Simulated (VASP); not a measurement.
The system is MgS.

```xyz
2
Lattice="0.0000 2.8309 2.8309 2.8309 0.0000 2.8309 2.8309 2.8309 0.0000" Properties=species:S:1:pos:R:3 pbc="T T T"
Mg    0.0000    0.0000    0.0000
S     1.4154    1.4154    1.4154
```

Base run:

| Quantity | Value |
| --- | --- |
| Program | VASP 6.6.1 |
| Functional | r2SCAN |
| Potentials or basis | VASP PAW PBE potentials, release 64 (Mg, S) |
| Cutoff | 520 eV |
| k mesh | 8 × 8 × 8 |
| Occupations | gaussian, width 0.01 eV |
| Spin | no spin polarisation |

Its results: band gap on the k mesh 4.13 eV; pressure -0.3 GPa.

Problem. The run is repeated on the same cell with these changes: functional from r2SCAN to PBE; occupations from gaussian, width 0.01 eV to fermi-dirac, width 0.02 eV. What comes out?

Solution. Band gap on the k mesh 3.46 eV; pressure 0.9 GPa.

Caveats: the PAW data sets were made with another functional, which shifts forces and pressure a little (at least some runs).

A k mesh can miss the band edges.
